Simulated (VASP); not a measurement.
Write the native input for VASP 6.6.1 that does the following.

- Task: electric field gradients
- Functional: PBE
- Potentials or basis: VASP PAW PBE potentials, release 64 (Li_sv)
- Cutoff: 520 eV
- k mesh: 15 × 15 × 8
- Occupations: fermi-dirac, width 0.08 eV
- Spin: no spin polarisation
- Dipole correction: no
- Further INCAR settings: ALGO = Normal; EDIFF = 1e-08; NBANDS = 10

The structure of Li lies in POSCAR:

```
Li
1.0
    3.1720176844      0.0000000000      0.0000000000
   -1.5860088422      2.7470478959      0.0000000000
    0.0000000000      0.0000000000      5.1928881046
Li
2
Direct
    0.3333333333      0.6666666667      0.2500000000
    0.6666666667      0.3333333333      0.7500000000
```

This cell differs from its parent crystal: volume scaled by 1.06.

One way to write it, as run:

INCAR

```
PREC     = Accurate       # precision mode
ENCUT    = 520            # plane-wave cutoff, eV
EDIFF    = 1E-8           # SCF threshold, eV
ISMEAR   = -1             # smearing method
SIGMA    = 0.08           # smearing width, eV
LREAL    = F              # projectors in reciprocal space
LASPH    = T              # aspherical terms in the spheres
NELM     = 80             # most SCF steps
ALGO     = Normal         # electronic algorithm
ISIF     = 2              # what is computed and relaxed
LWAVE    = F              # write WAVECAR
LCHARG   = F              # write CHGCAR
GGA      = PE             # functional
LEFG     = T            
NBANDS   = 10             # bands
```

KPOINTS

```
Automatic mesh
0
Gamma
  15 15 8
```

Potentials or basis: VASP PAW PBE potentials, release 64 (Li_sv).

Launch:

```sh
$ cat potpaw_PBE.64/Li_sv/POTCAR > POTCAR
$ mpirun -np 1 vasp_std > vasp.out
```

Results of the run:

```
Band gap on the k mesh : zero (band 3 reaches 2.38 eV, above the bottom of band 4 at -2.02 eV)
```

Caveat: without QUAD_EFG the Cq values of the log hold for a quadrupole moment of 1 mb, not for the nuclei.

Run time: 16 s on 1 thread of Intel(R) Xeon(R) Platinum 8559C (Emerald Rapids), with other jobs on the host, peak memory 0.17 GiB.
